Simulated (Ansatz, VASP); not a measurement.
# One calculation of Li2O, two programs

```
Li O
1.0
     0.00000    2.55010    2.55010
     2.55010    0.00000    2.55010
     2.55010    2.55010    0.00000
Li O
2 1
Direct
  0.25000 0.25000 0.25000
  0.75000 0.75000 0.75000
  0.00000 0.00000 0.00000
```

Change from the starting cell: species swapped into the Al2Au type (Fm-3m, No. 225).

Alike in both runs: task relaxation of cell and atoms; functional PBE; k mesh 5 × 5 × 5; occupations gaussian, width 0.15 eV; no spin polarisation.

```csv
,VASP,Ansatz
version,VASP 6.6.1,Ansatz 0.2.0
potentials or method,"VASP PAW PBE potentials, release 64 (Li_sv, O), cutoff 750 eV","scalar-relativistic, plane waves, PAW"
valence electrons in the cell,12,12
```

```tsv
	VASP	Ansatz	Ansatz less VASP
gap on the k mesh at the Fermi level, each at its own relaxed structure (eV)	5.28	5.23	-0.045
relaxed volume (Å³/atom)	8.20	8.26	+0.054
relaxed cell length with the largest relative difference (Å)	3.265	3.272	+0.0071
```

The k mesh is coarse, so the values compare programs but aren't converged. Noted on VASP's run: the volume moved by over 15 % at a fixed basis, so the end points are rough.
